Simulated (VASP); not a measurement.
**LiH: dielectric tensor with LDA**

The system is LiH.

```xyz
2
Lattice="0.0000 2.0368 2.0368 2.0368 0.0000 2.0368 2.0368 2.0368 0.0000" Properties=species:S:1:pos:R:3 pbc="T T T"
Li    0.0000    0.0000    0.0000
H     2.0368    2.0368    2.0368
```

```yaml
Program: VASP 6.6.1
Task: dielectric tensor
Functional: LDA
Potentials_or_basis: VASP PAW LDA potentials, release 64 (Li_sv, H)
Cutoff: 650 eV
k_mesh: 7 × 7 × 7
Occupations: gaussian, width 0.01 eV
Spin: no spin polarisation
Dipole_correction: no
Further_INCAR_settings: ALGO = Normal; EDIFF = 1e-08
```

```
Band gap on the k mesh                  : 3.14 eV, direct
Electronic dielectric tensor (diagonal) : 4.84
Born charges (mean of the diagonal)     : Li +1.05; H -1.05 e
```

Levels at points of the mesh, in eV from the valence-band top:
```csv
k point,band 1,band 2,band 3,band 4,band 5,band 6
"(0.00, 0.00, 0.00)",-43.38,-5.25,15.63,17.06,17.06,17.06
```

Electronic dielectric tensor:
```
4.84 0.00 0.00
0.00 4.84 0.00
0.00 0.00 4.84
```

Born effective charge tensors (e):
atom 1, Li
```
1.05 0.00 0.00
0.00 1.05 0.00
0.00 0.00 1.05
```
atom 2, H
```
-1.05  0.00  0.00
 0.00 -1.05  0.00
 0.00  0.00 -1.05
```

Wall time 54 s on 1 thread of Intel Xeon 8259CL (shared host), peak memory 0.13 GiB.

A k mesh can miss the band edges. Expect the measured gap to be larger: semilocal functionals such as LDA lack the derivative discontinuity.
